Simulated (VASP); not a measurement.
# Rb2Mn (Fm-3m) in VASP: further runs

Runs on Rb2Mn. Level: PBE. Tasks: single point, relaxation of cell and atoms.

All numbers are computed with VASP 6.6.1; they aren't measurements. Logs are shortened: lines on timing, memory, paths and dates and some standing lists are left out, and cuts for length are marked.

### Step 1. The cell of the first run

The structure is cubic, space group Fm-3m (No. 225). The conventional cell has a = 9.115 Å, b = 9.115 Å, c = 9.115 Å, α = 90.00°, β = 90.00°, γ = 90.00°. Rb (site symmetry -43m) has 4 Mn at 3.95 Å and 6 Rb at 4.56 Å within 5.2 Å. Mn (site symmetry m-3m) has 8 Rb at 3.95 Å within 5.2 Å.

### Step 2. Single point, PBE, collinear spin, ferromagnetic start

Input file INCAR:

```
SYSTEM = Rb2Mn
PREC = Accurate
ENCUT = 520
EDIFF = 1E-6
ISMEAR = 0
SIGMA = 0.1
LREAL = .FALSE.
LASPH = .TRUE.
NELM = 150
ALGO = Normal
ISIF = 2
LWAVE = .FALSE.
LCHARG = .FALSE.
ISPIN = 2
MAGMOM = 0 0 4.21
LORBIT = 11
LMAXMIX = 4
GGA = PE
NBANDS = 26
```

Input file KPOINTS:

```
Automatic mesh
0
G
  4 4 4
  0 0 0
```

Input file POSCAR:

```
Rb2Mn
1.0
    0.0000000000      4.5576964932      4.5576964932
    4.5576964932      0.0000000000      4.5576964932
    4.5576964932      4.5576964932      0.0000000000
Rb Mn
2 1
Direct
    0.2500000000      0.2500000000      0.2500000000
    0.7500000000      0.7500000000      0.7500000000
    0.0000000000      0.0000000000      0.0000000000
```

Potentials or basis: VASP PAW PBE potentials, release 64 (Rb_sv, Mn_pv).

The run is started by

```bash
$ cat potpaw_PBE.64/Rb_sv/POTCAR potpaw_PBE.64/Mn_pv/POTCAR > POTCAR
$ mpirun -np 1 vasp_std > vasp.out
```

OUTCAR:

```text
SYSTEM = Rb2Mn
   PREC = Accurate
   ENCUT = 520
   EDIFF = 1E-6
   ISMEAR = 0
   LREAL = .FALSE.
   LASPH = .TRUE.
   NELM = 150
   ISIF = 2
   ISPIN = 2
   LORBIT = 11
   GGA = PE

 ion  position               nearest neighbor table
   1  0.250  0.250  0.250-   3 3.95   3 3.95   3 3.95   3 3.95   2 4.56   2 4.56   2 4.56   2 4.56
                             2 4.56   2 4.56
   2  0.750  0.750  0.750-   3 3.95   3 3.95   3 3.95   3 3.95   1 4.56   1 4.56   1 4.56   1 4.56
                             1 4.56   1 4.56
   3  0.000  0.000  0.000-   2 3.95   2 3.95   2 3.95   1 3.95   2 3.95   1 3.95   1 3.95   1 3.95

  LATTYP: Found a face centered cubic cell.
 ALAT       =     9.1153929864

  Lattice vectors:

 A1 = (   0.0000000000,   4.5576964932,   4.5576964932)
 A2 = (   4.5576964932,   0.0000000000,   4.5576964932)
 A3 = (   4.5576964932,   4.5576964932,   0.0000000000)

Analysis of symmetry for initial positions (statically):
=====================================================================
 Subroutine PRICEL returns:
 Original cell was already a primitive cell.

 Routine SETGRP: Setting up the symmetry group for a
 face centered cubic supercell.

 Subroutine GETGRP returns: Found 48 space group operations
 (whereof 48 operations were pure point group operations)
 out of a pool of 48 trial point group operations.

The static configuration has the point symmetry O_h .

Analysis of symmetry for dynamics (positions and initial velocities):
=====================================================================
 Subroutine PRICEL returns:
 Original cell was already a primitive cell.

 Routine SETGRP: Setting up the symmetry group for a
 face centered cubic supercell.

 Subroutine GETGRP returns: Found 48 space group operations
 (whereof 48 operations were pure point group operations)
 out of a pool of 48 trial point group operations.

The dynamic configuration has the point symmetry O_h .

Analysis of structural, dynamic, and magnetic symmetry:
=====================================================================
 Subroutine PRICEL returns:
 Original cell was already a primitive cell.

 Routine SETGRP: Setting up the symmetry group for a
 face centered cubic supercell.

 Subroutine GETGRP returns: Found 48 space group operations
 (whereof 48 operations were pure point group operations)
 out of a pool of 48 trial point group operations.

The overall configuration has the point symmetry O_h .

 Subroutine INISYM returns: Found 48 space group operations
 (whereof 48 operations are pure point group operations),
 and found     1 'primitive' translations

----------------------------------------------------------------------------------------

                                     Primitive cell

  volume of cell :     189.3504

  direct lattice vectors                    reciprocal lattice vectors
     0.000000000  4.557696493  4.557696493    -0.109704541  0.109704541  0.109704541
     4.557696493  0.000000000  4.557696493     0.109704541 -0.109704541  0.109704541
     4.557696493  4.557696493  0.000000000     0.109704541  0.109704541 -0.109704541

  length of vectors
     6.445556194  6.445556194  6.445556194     0.190013838  0.190013838  0.190013838

  position of ions in fractional coordinates (direct lattice)
     0.250000000  0.250000000  0.250000000
     0.750000000  0.750000000  0.750000000
     0.000000000  0.000000000  0.000000000

  ion indices of the primitive-cell ions
   primitive index   ion index
                 1           1
                 2           2
                 3           3

----------------------------------------------------------------------------------------

 KPOINTS: Automatic mesh

Automatic generation of k-mesh.
 Grid dimensions read from file:
 generate k-points for:    4    4    4

 Generating k-lattice:

  Cartesian coordinates                     Fractional coordinates (reciprocal lattice)
    -0.027426135  0.027426135  0.027426135     0.250000000  0.000000000  0.000000000
     0.027426135 -0.027426135  0.027426135     0.000000000  0.250000000  0.000000000
     0.027426135  0.027426135 -0.027426135     0.000000000  0.000000000  0.250000000

  Length of vectors
     0.047503460  0.047503460  0.047503460

  Shift w.r.t. Gamma in fractional coordinates (k-lattice)
     0.000000000  0.000000000  0.000000000

 Subroutine IBZKPT returns following result:
 ===========================================

 Found      8 irreducible k-points:

 Following reciprocal coordinates:
            Coordinates               Weight
  0.000000  0.000000  0.000000      1.000000
  0.250000  0.000000  0.000000      8.000000
  0.500000  0.000000  0.000000      4.000000
  0.250000  0.250000  0.000000      6.000000
  0.500000  0.250000  0.000000     24.000000
 -0.250000  0.250000  0.000000     12.000000
  0.500000  0.500000  0.000000      3.000000
 -0.250000  0.500000  0.250000      6.000000
   k-points           NKPTS =      8   k-points in BZ     NKDIM =      8   number of bands    NBANDS=     26
   number of dos      NEDOS =    301   number of ions     NIONS =      3
   total plane-waves  NPLWV = 110592
   dimension x,y,z NGX =    48 NGY =   48 NGZ =   48
   dimension x,y,z NGXF=    96 NGYF=   96 NGZF=   96
   ions per type =               2   1
   NGX,Y,Z   is equivalent  to a cutoff of  12.38, 12.38, 12.38 a.u.
   NGXF,Y,Z  is equivalent  to a cutoff of  24.76, 24.76, 24.76 a.u.
 SYSTEM =  Rb2Mn
   PREC   = accura    normal or accurate (medium, high low for compatibility)
   ISTART =      0    job   : 0-new  1-cont  2-samecut
   ICHARG =      2    charge: 1-file 2-atom 10-const
   ISPIN  =      2    spin polarized calculation?
   LNONCOLLINEAR =      F non collinear calculations
   LSORBIT =      F    spin-orbit coupling
   LASPH  =      T    aspherical Exc in radial PAW
   ENCUT  =  520.0 eV  38.22 Ry    6.18 a.u.  11.98 11.98 11.98*2*pi/ulx,y,z
   NELM   =    150;   NELMIN=  2; NELMDL= -5     # of ELM steps
   EDIFF  = 0.1E-05   stopping-criterion for ELM
   LREAL  =      F    real-space projection
   EDIFFG = 0.1E-04   stopping-criterion for IOM
   NSW    =      0    number of steps for IOM
   IBRION =     -1    ionic relax: 0-MD 1-quasi-New 2-CG
   NFREE  =      0    steps in history (QN), initial steepest desc. (CG)
   ISIF   =      2    stress and relaxation
   ISYM   =      2    0-nonsym 1-usesym 2-fastsym
   POTIM  = 0.5000    time-step for ionic-motion
   TEBEG  =    0.0;   TEEND  =   0.0 temperature during run
   PSTRESS=    0.0 pullay stress
   NELECT =      31.0000    total number of electrons
   NUPDOWN=      -1.0000    fix difference up-down
   EMIN   =  10.00;   EMAX   =-10.00  energy-range for DOS
   EFERMI =   0.00;   METHOD = LEGACY
   ISMEAR =     0;   SIGMA  =   0.10  broadening in eV -4-tet -1-fermi 0-gaus
   EFERMI_NEDOS =   21; number of points for ismear=-14 and -15
   IALGO  =     38    algorithm
   IMIX   =      4    mixing-type and parameters
     AMIX     =   0.40;   BMIX     =  1.00
     AMIX_MAG =   1.60;   BMIX_MAG =  1.00
  volume/ion in A,a.u.               =      63.12       425.93
  Fermi-wavevector in a.u.,A,eV,Ry     =   0.895585  1.692410 10.912851  0.802072
  Thomas-Fermi vector in A             =   2.017935
   LORBIT       =     11    0 simple, 1 ext, 2 COOP (PROOUT), +10 PAW based schemes
   GGA     = PE    functional components
   LHFCALC =     F    Hartree Fock is set to
   AEXX    =    0.0000 exact exchange contribution
   IVDW    =     0    specifies the selected vdW correction
   LEPSILON=     F    determine dielectric tensor
   LRPA    =     F    only Hartree local field effects (RPA)
 spin polarized calculation
 Gauss-broadening in eV      SIGMA  =   0.10
  energy-cutoff  :      520.00
  volume of cell :      189.35
 maximum number of plane-waves:      5124
   NGX = 23   NGY = 23   NGZ = 23

 number of electron      31.0000007 magnetization       5.0415631

 Free energy of the ion-electron system (eV)
  ---------------------------------------------------
  ext. energy  EPLUGINS =         0.00000000
  ---------------------------------------------------
  free energy    TOTEN  =        -8.11794060 eV

  energy without entropy =       -8.08597548  energy(sigma->0) =       -8.10195804

 E-fermi :   0.4168     XC(G=0):  -6.2236

 val. band max:        0.3986690396   @ k =   0.5000   0.5000   0.0000
 cond. band min:       0.4523078619   @ k =   0.5000   0.2500   0.0000
 fundamental gap:      0.0536388224
 Fermi energy:         0.4167876480

 spin component 1

 k-point     1 :       0.0000    0.0000    0.0000
  band No.  band energies     occupation
      1     -50.8189      1.00000
      2     -50.8189      1.00000
      3     -50.8189      1.00000
      4     -27.9726      1.00000
      5     -27.9567      1.00000
      6     -12.1195      1.00000
[... 18 lines left out ...]
     25       4.8615      0.00000
     26       4.8615      0.00000
[... 179 lines left out ...]
      3     -50.8189      1.00000
      4     -27.9645      1.00000
      5     -27.9645      1.00000
      6     -12.1523      1.00000
[... 18 lines left out ...]
     25       4.6787      0.00000
     26       4.6787      0.00000
 Fermi energy:         0.4167876480

 spin component 2

 k-point     1 :       0.0000    0.0000    0.0000
  band No.  band energies     occupation
      1     -46.3068      1.00000
      2     -46.3068      1.00000
      3     -46.3068      1.00000
      4     -27.9656      1.00000
      5     -27.9495      1.00000
      6     -12.1148      1.00000
[... 18 lines left out ...]
     25       5.1761      0.00000
     26       5.1761      0.00000
[... 180 lines left out ...]
      4     -27.9574      1.00000
      5     -27.9574      1.00000
      6     -12.1460      1.00000
[... 18 lines left out ...]
     25       4.9180      0.00000
     26       4.9180      0.00000

------------------------ aborting loop because EDIFF is reached ----------------------------------------

  FORCE on cell =-STRESS in cart. coord.  units (eV):
  Direction    XX          YY          ZZ          XY          YZ          ZX
  --------------------------------------------------------------------------------------
  -------------------------------------------------------------------------------------
  Total        0.0408919      0.0408919      0.0408919      0.0000000      0.0000000      0.0000000
  in kB        0.3460044      0.3460044      0.3460044      0.0000000      0.0000000      0.0000000
  external PRESSURE =       0.3460044 kB  Pullay stress =       0.0000000 kB

 VOLUME and BASIS-vectors are now :
 -----------------------------------------------------------------------------
  energy-cutoff  :      520.00
  volume of cell :      189.35
      direct lattice vectors                 reciprocal lattice vectors
     0.000000000  4.557696493  4.557696493    -0.109704541  0.109704541  0.109704541
     4.557696493  0.000000000  4.557696493     0.109704541 -0.109704541  0.109704541
     4.557696493  4.557696493  0.000000000     0.109704541  0.109704541 -0.109704541

 POSITION                                       TOTAL-FORCE (eV/Angst)
 -----------------------------------------------------------------------------------
      2.27885      2.27885      2.27885        -0.000000     -0.000000      0.000000
      6.83654      6.83654      6.83654        -0.000000     -0.000000     -0.000000
      0.00000      0.00000      0.00000         0.000000      0.000000      0.000000
 -----------------------------------------------------------------------------------
    total drift:                               -0.000000     -0.000000     -0.000000

  FREE ENERGIE OF THE ION-ELECTRON SYSTEM (eV)
  ---------------------------------------------------
  free  energy   TOTEN  =        -8.1179405967 eV

  energy  without entropy=       -8.0859754825  energy(sigma->0) =       -8.10195804

 total charge

# of ion       s       p       d       tot
------------------------------------------
    1        1.963   5.318   0.016   7.298
    2        1.963   5.318   0.016   7.298
    3        0.414   6.038   4.834  11.286
--------------------------------------------------
tot          4.340  16.674   4.867  25.882

 magnetization (x)

# of ion       s       p       d       tot
------------------------------------------
    1        0.001   0.005   0.002   0.007
    2        0.001   0.005   0.002   0.007
    3        0.068   0.033   4.228   4.328
--------------------------------------------------
tot          0.069   0.042   4.232   4.343
```

Run time: 1.8 min. Hardware: 1 thread of AMD EPYC 7R43 (Zen 3), shared host; peak memory 0.37 GiB.

What came out:

- Free energy: -8.1179 eV
- Pressure: 0.0 GPa
- Net moment: 5.04 μB per cell
- Site moments: Rb +0.01; Mn +4.33 μB
- Valence electrons inside the program's atomic spheres: Rb 7.30; Mn 11.29

[end of part 1 of 2]
